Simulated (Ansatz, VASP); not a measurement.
**SrCo2: VASP beside Ansatz**

```
Sr Co
1.0
    -2.03696    2.03696    3.34082
     2.03696   -2.03696    3.34082
     2.03696    2.03696   -3.34082
Sr Co
1 2
Direct
  0.00000 0.00000 0.00000
  0.59300 0.59300 0.00000
  0.40700 0.40700 0.00000
```

Alike in both runs: task relaxation of cell and atoms; functional PBE; k mesh 6 × 6 × 6; occupations gaussian, width 0.1 eV; collinear spin.

|  | VASP | Ansatz |
| --- | --- | --- |
| version | VASP 6.6.1 | Ansatz 0.2.0 |
| potentials or method | VASP PAW PBE potentials, release 64 (Sr_sv, Co), cutoff 600 eV | scalar-relativistic, plane waves, PAW |
| valence electrons in the cell | 28 | 44 |

VASP gave:

```
gap on the k mesh at the Fermi level, each at its own relaxed structure (eV) : none
net moment per atom (μB)                                                     : 1.15
size of the moment on the site where the two differ most (μB)                : 1.82
relaxed volume (Å³/atom)                                                     : 22.63
relaxed length of the cell vector where the two differ most in proportion (Å)              : 5.022
```

Problem. Estimate Ansatz's values.

Solution. gap on the k mesh at the Fermi level, each at its own relaxed structure (eV): none; net moment per atom (μB): 1.16; size of the moment on the site where the two differ most (μB): 1.80; relaxed volume (Å³/atom): 22.40; relaxed length of the cell vector where the two differ most in proportion (Å): 5.009.

Site moments also hang on the region over which each program counts them. A gap of «none» marks a metal or a gap that the smearing closes. VASP's potentials hold 28 valence electrons a cell and Ansatz's 44, so a difference there can come from the potentials and not from the codes.

The k mesh is coarse, so the values compare programs but aren't converged. Noted on VASP's run: the volume moved by over 15 % at a fixed basis, so the end points are rough.
